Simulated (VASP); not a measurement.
A run of VASP 6.6.1 is set up as follows.

Contents of INCAR:

```
SYSTEM = Ti
PREC = Accurate
ENCUT = 520
EDIFF = 1E-8
ISMEAR = -1
SIGMA = 0.05
LREAL = .FALSE.
LASPH = .TRUE.
NELM = 80
ALGO = Normal
ISIF = 2
LWAVE = .FALSE.
LCHARG = .FALSE.
GGA = PE
LEFG = .TRUE.
NBANDS = 12
```

File KPOINTS:

```
regular mesh
0
G
  14 14 14
  0 0 0
```

Contents of POSCAR:

```
Ti
1.0
    0.0000000000      2.0501003171      2.0501003171
    2.0501003171      0.0000000000      2.0501003171
    2.0501003171      2.0501003171      0.0000000000
Ti
1
Direct
    0.0000000000      0.0000000000      0.0000000000
```

Potentials or basis: VASP PAW PBE potentials, release 64 (Ti_sv).

Run with:

```sh
$ cat potpaw_PBE.64/Ti_sv/POTCAR > POTCAR
$ mpirun -np 1 vasp_std > vasp.out
```

(1) What does it give for the band gap on the k mesh?

(2) What does it give for the pressure?

Answers

(1) zero (band 6 reaches 9.18 eV, above the bottom of band 7 at 7.90 eV).

(2) 0.7 GPa.

Caveat: without QUAD_EFG the Cq values of the log hold for a quadrupole moment of 1 mb, not for the nuclei.
